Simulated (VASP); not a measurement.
Input of a VASP 6.6.1 run:

Contents of POSCAR:

```
C
1.0
    3.5602834153      0.0000000000      0.0000000000
    0.0000000000     -3.5602834153      0.0000000000
    0.0000000000      0.0000000000     -3.5602834153
C
8
Direct
    0.5000000000      0.0000000000      0.0000000000
    0.0000000000      0.5000000000      0.0000000000
    0.0000000000      0.0000000000      0.5000000000
    0.5000000000      0.5000000000      0.5000000000
    0.7500000000      0.7500000000      0.7500000000
    0.2500000000      0.2500000000      0.7500000000
    0.2500000000      0.7500000000      0.2500000000
    0.7500000000      0.2500000000      0.2500000000
```

The input INCAR.step1:

```
ALGO     = Normal         # electronic algorithm
EDIFF    = 1E-4           # SCF threshold, eV
ENCUT    = 520            # plane-wave cutoff, eV
GGA      = PE             # functional
ISMEAR   = 0              # smearing method
LASPH    = T              # aspherical terms in the spheres
LCHARG   = F              # write CHGCAR
LREAL    = F              # projectors in reciprocal space
LWAVE    = T              # write WAVECAR
NBANDS   = 26             # bands
NELM     = 100            # most SCF steps
PREC     = Accurate       # precision mode
SIGMA    = 0.05           # smearing width, eV
```

The input INCAR.step2:

```
ALGO     = Normal         # electronic algorithm
EDIFF    = 1E-7           # SCF threshold, eV
ENCUT    = 520            # plane-wave cutoff, eV
ISIF     = 2              # what is computed and relaxed
ISMEAR   = 0              # smearing method
ISTART   = 1            
LASPH    = T              # aspherical terms in the spheres
LCHARG   = T              # write CHGCAR
LELF     = T              # ELF
LMIXTAU  = T            
LREAL    = F              # projectors in reciprocal space
LVHAR    = T            
LWAVE    = F              # write WAVECAR
METAGGA  = R2SCAN         # meta-GGA
NBANDS   = 26             # bands
NELM     = 100            # most SCF steps
PREC     = Accurate       # precision mode
SIGMA    = 0.05           # smearing width, eV
```

The input KPOINTS:

```
k-points
0
Gamma
  6 6 6
```

Potentials or basis: VASP PAW PBE potentials, release 64 (C).

The run is started by

```bash
$ cat potpaw_PBE.64/C/POTCAR > POTCAR
$ cp INCAR.step1 INCAR
$ mpirun -np 1 vasp_std > vasp.out
$ cp INCAR.step2 INCAR
$ mpirun -np 1 vasp_std > vasp.out
```

**Question.** Predict the band gap on the k mesh.

**Answer.** 4.36 eV.

**Question.** Estimate the pressure.

**Answer.** 1.1 GPa.

Caveat: the PAW data sets were made with another functional, which shifts forces and pressure a little. r2SCAN opens gaps a little over a GGA but as a rule still falls short of measured ones.
